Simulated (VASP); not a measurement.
# WS2 in VASP: a series of runs

Runs on WS2. Level: PBEsol. Tasks: single point.

Program: VASP 6.6.1. These are calculated values, not measurements. Logs are shortened: lines on timing, memory, paths and dates and some standing lists are left out, and cuts for length are marked.

## 1. The cell of the first run

The cell holds a slab with vacuum, 3 atoms: a = 3.067 Å, b = 3.067 Å, c = 17.377 Å, α = 90.00°, β = 90.00°, γ = 120.00°.

## 2. Single point, PBEsol (strain -0.025 along x and y, +0.025 along z)

The input, INCAR:

```
SYSTEM = WS2
ALGO = Normal
EDIFF = 1E-6
ENCUT = 520
GGA = PS
ISIF = 2
ISMEAR = 0
LASPH = .TRUE.
LCHARG = .FALSE.
LREAL = .FALSE.
LWAVE = .FALSE.
NBANDS = 20
NELM = 80
PREC = Accurate
SIGMA = 0.05
```

The input, KPOINTS:

```
k-points
0
G
  12 12 2
  0 0 0
```

The input, POSCAR:

```
WS2
1.0
    3.0671318192      0.0000000000      0.0000000000
   -1.5335659096      2.6562140722      0.0000000000
    0.0000000000      0.0000000000     17.3772566117
W S
1 2
Direct
    0.3333333333      0.6666666667      0.0000000000
    0.6666666667      0.3333333333      0.9075761491
    0.6666666667      0.3333333333      0.0924238509
```

Potentials or basis: VASP PAW PBE potentials, release 64 (W_sv, S).

On the command line:

```
> cat potpaw_PBE.64/W_sv/POTCAR potpaw_PBE.64/S/POTCAR > POTCAR
> mpirun -np 1 vasp_std > vasp.out
```

OUTCAR:

```text
SYSTEM = WS2
   EDIFF = 1E-6
   ENCUT = 520
   GGA = PS
   ISIF = 2
   ISMEAR = 0
   LASPH = .TRUE.
   LREAL = .FALSE.
   NELM = 80
   PREC = Accurate

 ion  position               nearest neighbor table
   1  0.333  0.667  0.000-   2 2.39   3 2.39   2 2.39   3 2.39   2 2.39   3 2.39
   2  0.667  0.333  0.908-   1 2.39   1 2.39   1 2.39
   3  0.667  0.333  0.092-   1 2.39   1 2.39   1 2.39

  LATTYP: Found a hexagonal cell.
 ALAT       =     3.0671318192
 C/A-ratio  =     5.6656373563

  Lattice vectors:

 A1 = (   3.0671318192,   0.0000000000,   0.0000000000)
 A2 = (  -1.5335659096,   2.6562140722,   0.0000000000)
 A3 = (   0.0000000000,   0.0000000000,  17.3772566117)

Analysis of symmetry for initial positions (statically):
=====================================================================
 Subroutine PRICEL returns:
 Original cell was already a primitive cell.

 Routine SETGRP: Setting up the symmetry group for a
 hexagonal supercell.

 Subroutine GETGRP returns: Found 12 space group operations
 (whereof 12 operations were pure point group operations)
 out of a pool of 24 trial point group operations.

The static configuration has the point symmetry D_3h.

Analysis of symmetry for dynamics (positions and initial velocities):
=====================================================================
 Subroutine PRICEL returns:
 Original cell was already a primitive cell.

 Routine SETGRP: Setting up the symmetry group for a
 hexagonal supercell.

 Subroutine GETGRP returns: Found 12 space group operations
 (whereof 12 operations were pure point group operations)
 out of a pool of 24 trial point group operations.

The dynamic configuration has the point symmetry D_3h.

 Subroutine INISYM returns: Found 12 space group operations
 (whereof 12 operations are pure point group operations),
 and found     1 'primitive' translations

----------------------------------------------------------------------------------------

                                     Primitive cell

  volume of cell :     141.5718

  direct lattice vectors                    reciprocal lattice vectors
     3.067131819  0.000000000  0.000000000     0.326037503  0.188237840  0.000000000
    -1.533565910  2.656214072  0.000000000     0.000000000  0.376475680  0.000000000
     0.000000000  0.000000000 17.377256612     0.000000000  0.000000000  0.057546483

  length of vectors
     3.067131819  3.067131819 17.377256612     0.376475680  0.376475680  0.057546483

  position of ions in fractional coordinates (direct lattice)
     0.333333333  0.666666667  0.000000000
     0.666666667  0.333333333  0.907576149
     0.666666667  0.333333333  0.092423851

  ion indices of the primitive-cell ions
   primitive index   ion index
                 1           1
                 2           2
                 3           3

----------------------------------------------------------------------------------------

 KPOINTS: k-points

Automatic generation of k-mesh.
 Grid dimensions read from file:
 generate k-points for:   12   12    2

 Generating k-lattice:

  Cartesian coordinates                     Fractional coordinates (reciprocal lattice)
     0.027169792  0.015686487  0.000000000     0.083333333  0.000000000  0.000000000
     0.000000000  0.031372973  0.000000000     0.000000000  0.083333333  0.000000000
     0.000000000  0.000000000  0.028773241     0.000000000  0.000000000  0.500000000

  Length of vectors
     0.031372973  0.031372973  0.028773241

  Shift w.r.t. Gamma in fractional coordinates (k-lattice)
     0.000000000  0.000000000  0.000000000

 Subroutine IBZKPT returns following result:
 ===========================================

 Found     38 irreducible k-points:

 Following reciprocal coordinates:
            Coordinates               Weight
  0.000000  0.000000  0.000000      1.000000
  0.083333  0.000000  0.000000      6.000000
  0.166667 -0.000000  0.000000      6.000000
  0.250000  0.000000  0.000000      6.000000
  0.333333 -0.000000  0.000000      6.000000
  0.416667 -0.000000  0.000000      6.000000
[... 16 lines left out ...]
  0.250000  0.000000  0.500000      6.000000
  0.333333 -0.000000  0.500000      6.000000
 [... further k-points ...]
   k-points           NKPTS =     38   k-points in BZ     NKDIM =     38   number of bands    NBANDS=     20
   number of dos      NEDOS =    301   number of ions     NIONS =      3
   total plane-waves  NPLWV =  80640
   dimension x,y,z NGX =    24 NGY =   24 NGZ =  140
   dimension x,y,z NGXF=    48 NGYF=   48 NGZF=  280
   ions per type =               1   2
   NGX,Y,Z   is equivalent  to a cutoff of  13.01, 13.01, 13.39 a.u.
   NGXF,Y,Z  is equivalent  to a cutoff of  26.02, 26.02, 26.79 a.u.
 SYSTEM =  WS2
   PREC   = accura    normal or accurate (medium, high low for compatibility)
   ISTART =      0    job   : 0-new  1-cont  2-samecut
   ICHARG =      2    charge: 1-file 2-atom 10-const
   ISPIN  =      1    spin polarized calculation?
   LNONCOLLINEAR =      F non collinear calculations
   LSORBIT =      F    spin-orbit coupling
   LASPH  =      T    aspherical Exc in radial PAW
   ENCUT  =  520.0 eV  38.22 Ry    6.18 a.u.   5.70  5.70 32.31*2*pi/ulx,y,z
   NELM   =     80;   NELMIN=  2; NELMDL= -5     # of ELM steps
   EDIFF  = 0.1E-05   stopping-criterion for ELM
   LREAL  =      F    real-space projection
   EDIFFG = 0.1E-04   stopping-criterion for IOM
   NSW    =      0    number of steps for IOM
   IBRION =     -1    ionic relax: 0-MD 1-quasi-New 2-CG
   NFREE  =      0    steps in history (QN), initial steepest desc. (CG)
   ISIF   =      2    stress and relaxation
   ISYM   =      2    0-nonsym 1-usesym 2-fastsym
   POTIM  = 0.5000    time-step for ionic-motion
   TEBEG  =    0.0;   TEEND  =   0.0 temperature during run
   PSTRESS=    0.0 pullay stress
   NELECT =      26.0000    total number of electrons
   NUPDOWN=      -1.0000    fix difference up-down
   EMIN   =  10.00;   EMAX   =-10.00  energy-range for DOS
   EFERMI =   0.00;   METHOD = LEGACY
   ISMEAR =     0;   SIGMA  =   0.05  broadening in eV -4-tet -1-fermi 0-gaus
   EFERMI_NEDOS =   21; number of points for ismear=-14 and -15
   IALGO  =     38    algorithm
   IMIX   =      4    mixing-type and parameters
     AMIX     =   0.40;   BMIX     =  1.00
     AMIX_MAG =   1.60;   BMIX_MAG =  1.00
  volume/ion in A,a.u.               =      47.19       318.46
  Fermi-wavevector in a.u.,A,eV,Ry     =   0.930551  1.758487 11.781637  0.865926
  Thomas-Fermi vector in A             =   2.056952
   LORBIT       =      0    0 simple, 1 ext, 2 COOP (PROOUT), +10 PAW based schemes
   GGA     = PS    functional components
   LHFCALC =     F    Hartree Fock is set to
   AEXX    =    0.0000 exact exchange contribution
   IVDW    =     0    specifies the selected vdW correction
   LEPSILON=     F    determine dielectric tensor
   LRPA    =     F    only Hartree local field effects (RPA)
 non-spin polarized calculation
 Gauss-broadening in eV      SIGMA  =   0.05
  energy-cutoff  :      520.00
  volume of cell :      141.57
 maximum number of plane-waves:      3845
 NGX is ok and might be reduce to    24
   NGX = 11   NGY = 11   NGZ = 65

 number of electron      26.0000002 magnetization

 Free energy of the ion-electron system (eV)
  ---------------------------------------------------
  ext. energy  EPLUGINS =         0.00000000
  ---------------------------------------------------
  free energy    TOTEN  =       -25.18000096 eV

  energy without entropy =      -25.18000096  energy(sigma->0) =      -25.18000096

 E-fermi :  -0.4999     XC(G=0):  -4.6210

 val. band max:       -0.9540418675   @ k =   0.3333   0.3333   0.0000
 cond. band min:       0.8689226243   @ k =   0.1667   0.1667   0.0000
 fundamental gap:      1.8229644918
 Fermi energy:        -0.4999031691

 k-point     1 :       0.0000    0.0000    0.0000
  band No.  band energies     occupation
      1     -74.7840      2.00000
      2     -39.1238      2.00000
      3     -38.8233      2.00000
      4     -38.8233      2.00000
      5     -16.0680      2.00000
      6     -14.4469      2.00000
[... 12 lines left out ...]
     19       4.4347      0.00000
     20       4.9964      0.00000

 k-point     2 :       0.0833    0.0000    0.0000
  band No.  band energies     occupation
      1     -74.7821      2.00000
      2     -39.1176      2.00000
      3     -38.8570      2.00000
      4     -38.8310      2.00000
      5     -15.9358      2.00000
      6     -14.3924      2.00000
[... 12 lines left out ...]
     19       4.5861      0.00000
     20       5.4151      0.00000

 k-point     3 :       0.1667   -0.0000    0.0000
  band No.  band energies     occupation
      1     -74.7768      2.00000
      2     -39.1008      2.00000
      3     -38.9483      2.00000
      4     -38.8521      2.00000
      5     -15.5580      2.00000
      6     -14.2368      2.00000
[... 12 lines left out ...]
     19       5.0220      0.00000
     20       5.9764      0.00000

 k-point     4 :       0.2500    0.0000    0.0000
  band No.  band energies     occupation
      1     -74.7697      2.00000
      2     -39.0778      2.00000
      3     -39.0708      2.00000
      4     -38.8807      2.00000
      5     -14.9904      2.00000
      6     -14.0053      2.00000
[... 12 lines left out ...]
     19       5.6708      0.00000
     20       6.4326      0.00000

 k-point     5 :       0.3333   -0.0000    0.0000
  band No.  band energies     occupation
      1     -74.7626      2.00000
      2     -39.1910      2.00000
      3     -39.0547      2.00000
      4     -38.9092      2.00000
      5     -14.3336      2.00000
      6     -13.7457      2.00000
[... 12 lines left out ...]
     19       6.2567      0.00000
     20       6.5276      0.00000
[... 353 lines left out ...]
      6     -14.3924      2.00000
[... 12 lines left out ...]
     19       4.5011      0.00000
     20       5.7118      0.00000

 k-point    22 :       0.1667   -0.0000    0.5000
  band No.  band energies     occupation
      1     -74.7768      2.00000
      2     -39.1008      2.00000
      3     -38.9483      2.00000
      4     -38.8521      2.00000
      5     -15.5580      2.00000
      6     -14.2368      2.00000
[... 12 lines left out ...]
     19       4.9576      0.00000
     20       6.1324      0.00000

 k-point    23 :       0.2500    0.0000    0.5000
  band No.  band energies     occupation
      1     -74.7697      2.00000
      2     -39.0778      2.00000
      3     -39.0708      2.00000
      4     -38.8807      2.00000
      5     -14.9904      2.00000
      6     -14.0052      2.00000
[... 12 lines left out ...]
     19       5.5294      0.00000
     20       6.7332      0.00000

 k-point    24 :       0.3333   -0.0000    0.5000
  band No.  band energies     occupation
      1     -74.7626      2.00000
      2     -39.1910      2.00000
      3     -39.0547      2.00000
      4     -38.9092      2.00000
      5     -14.3335      2.00000
      6     -13.7457      2.00000
[... 12 lines left out ...]
     19       6.2100      0.00000
     20       6.6218      0.00000

 [... further k-points ...]

------------------------ aborting loop because EDIFF is reached ----------------------------------------

  FORCE on cell =-STRESS in cart. coord.  units (eV):
  Direction    XX          YY          ZZ          XY          YZ          ZX
  --------------------------------------------------------------------------------------
  -------------------------------------------------------------------------------------
  Total        2.4348889      2.4348889     -0.5882813     -0.0000000      0.0000000      0.0000000
  in kB       27.5557984     27.5557984     -6.6576182     -0.0000000      0.0000000      0.0000000
  external PRESSURE =      16.1513262 kB  Pullay stress =       0.0000000 kB

 VOLUME and BASIS-vectors are now :
 -----------------------------------------------------------------------------
  energy-cutoff  :      520.00
  volume of cell :      141.57
      direct lattice vectors                 reciprocal lattice vectors
     3.067131819  0.000000000  0.000000000     0.326037503  0.188237840  0.000000000
    -1.533565910  2.656214072  0.000000000     0.000000000  0.376475680  0.000000000
     0.000000000  0.000000000 17.377256612     0.000000000  0.000000000  0.057546483

 POSITION                                       TOTAL-FORCE (eV/Angst)
 -----------------------------------------------------------------------------------
     -0.00000      1.77081      0.00000        -0.000000      0.000000      0.000000
      1.53357      0.88540     15.77118        -0.000000     -0.000000      0.174151
      1.53357      0.88540      1.60607         0.000000     -0.000000     -0.174151
 -----------------------------------------------------------------------------------
    total drift:                               -0.000000      0.000000     -0.000000

  FREE ENERGIE OF THE ION-ELECTRON SYSTEM (eV)
  ---------------------------------------------------
  free  energy   TOTEN  =       -25.1800009632 eV

  energy  without entropy=      -25.1800009632  energy(sigma->0) =      -25.18000096
```

It took 66 s on 1 thread of Intel Xeon 6975P-C (Granite Rapids), shared host; peak memory 0.31 GiB.

Results:

```yaml
Free_energy: -25.1800 eV
Largest_force: 0.174 eV/Å
Band_gap_on_the_k_mesh: 1.82 eV, indirect (least direct gap 2.37 eV)
```

Forces in eV/Å, atoms in the order of the input:
```
W    0.000  0.000  0.000
S    0.000  0.000  0.174
S    0.000  0.000 -0.174
```

Caveat: the cell differs from its parent crystal (strain -0.025 along x and y, +0.025 along z); the PAW data sets were made with another functional, which shifts forces and pressure a little; spin-orbit coupling is left out, which moves the levels of the heavy elements.

## 3. Single point, PBEsol (strain -0.025 along x and y, +0.050 along z)

The input, INCAR:

```
SYSTEM = WS2
ALGO     = Normal         ! electronic algorithm
EDIFF    = 1E-7           ! SCF threshold, eV
ENCUT    = 520            ! plane-wave cutoff, eV
GGA      = PS             ! functional
ISIF     = 2              ! what is computed and relaxed
ISMEAR   = 0              ! smearing method
LASPH    = .TRUE.         ! aspherical terms in the spheres
LCHARG   = .TRUE.         ! write CHGCAR
LELF     = .TRUE.         ! ELF
LREAL    = .FALSE.        ! projectors in reciprocal space
LVHAR    = .TRUE.       
LWAVE    = .FALSE.        ! write WAVECAR
NBANDS   = 20             ! bands
NELM     = 100            ! most SCF steps
PREC     = Accurate       ! precision mode
SIGMA    = 0.05           ! smearing width, eV
```

KPOINTS is that of step 2.

Changes to POSCAR since step 2:

```diff
@@ -4,3 +4,3 @@
    -1.5335659096      2.6562140722      0.0000000000
-    0.0000000000      0.0000000000     17.3772566117
+    0.0000000000      0.0000000000     17.8010921388
 W S
```

Potentials or basis: VASP PAW PBE potentials, release 64 (W_sv, S).

On the command line:

```
> cat potpaw_PBE.64/W_sv/POTCAR potpaw_PBE.64/S/POTCAR > POTCAR
> mpirun -np 1 vasp_std > vasp.out
```

Run time: 2.2 min. Hardware: 1 thread of Intel Xeon Platinum 8488C (Sapphire Rapids), shared host; peak memory 0.31 GiB.

Results (log left out):

* Free energy: -25.1361 eV
* Largest force: 0.931 eV/Å
* Band gap on the k mesh: 1.67 eV, indirect (least direct gap 2.47 eV)

Forces in eV/Å, atoms in the order of the input:
```
W    0.000  0.000  0.000
S    0.000  0.000  0.931
S    0.000  0.000 -0.931
```

Levels at points of the mesh, in eV from the valence-band top:
```
           k point  band 10  band 11  band 12  band 13  band 14  band 15  band 16  band 17
(0.00, 0.00, 0.00)    -2.40    -1.10    -1.10    -0.70     3.12     3.12     3.17     3.17
(0.50, 0.00, 0.00)    -3.13    -2.57    -1.08    -0.84     3.37     3.44     3.94     4.69
(0.00, 0.00, 0.50)    -2.40    -1.10    -1.10    -0.70     3.12     3.12     3.17     3.17
(0.50, 0.00, 0.50)    -3.13    -2.57    -1.08    -0.84     3.37     3.44     3.94     4.69
```

Caveat: the cell differs from its parent crystal (strain -0.025 along x and y, +0.050 along z); the PAW data sets were made with another functional, which shifts forces and pressure a little; spin-orbit coupling is left out, which moves the levels of the heavy elements.

[end of part 1 of 2]
